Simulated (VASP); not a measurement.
Wanted: the native input for a VASP 6.6.1 run.

```
Task                   : single point
Functional             : PBEsol
Potentials or basis    : VASP PAW PBE potentials, release 64 (Te, Nb_sv)
Cutoff                 : 520 eV
k mesh                 : 8 × 8 × 7
Occupations            : fermi-dirac, width 0.05 eV
Spin                   : no spin polarisation
Dipole correction      : no
Further INCAR settings : ALGO = Normal; EDIFF = 1e-07; NBANDS = 16
```

The structure of NbTe lies in POSCAR:

```
NbTe
1.0
    3.7756001657      0.0000000000      0.0000000000
   -1.8878000828      3.2697656581      0.0000000000
    0.0000000000      0.0000000000      3.7666649043
Te Nb
1 1
Direct
    0.6666666667      0.3333333333      0.0000000000
    0.0000000000      0.0000000000      0.5000000000
```

The input as run:

INCAR

```
PREC = Accurate
ENCUT = 520
EDIFF = 1E-7
ISMEAR = -1
SIGMA = 0.05
LREAL = False
LASPH = True
NELM = 80
ALGO = Normal
ISIF = 2
LWAVE = False
LCHARG = False
GGA = PS
NBANDS = 16
```

KPOINTS

```
regular mesh
0
Gamma
  8 8 7
```

Potentials or basis: VASP PAW PBE potentials, release 64 (Te, Nb_sv).

Run with:

```bash
$ cat potpaw_PBE.64/Te/POTCAR potpaw_PBE.64/Nb_sv/POTCAR > POTCAR
$ mpirun -np 1 vasp_std > vasp.out
```

It gave:

The pressure is -10.9 GPa.

Caveat: the PAW data sets were made with another functional, which shifts forces and pressure a little.

Wall time 16 s on 1 thread of AMD EPYC 9R45 96-Core Processor (Zen 5), with other jobs on the host, peak memory 0.15 GiB.
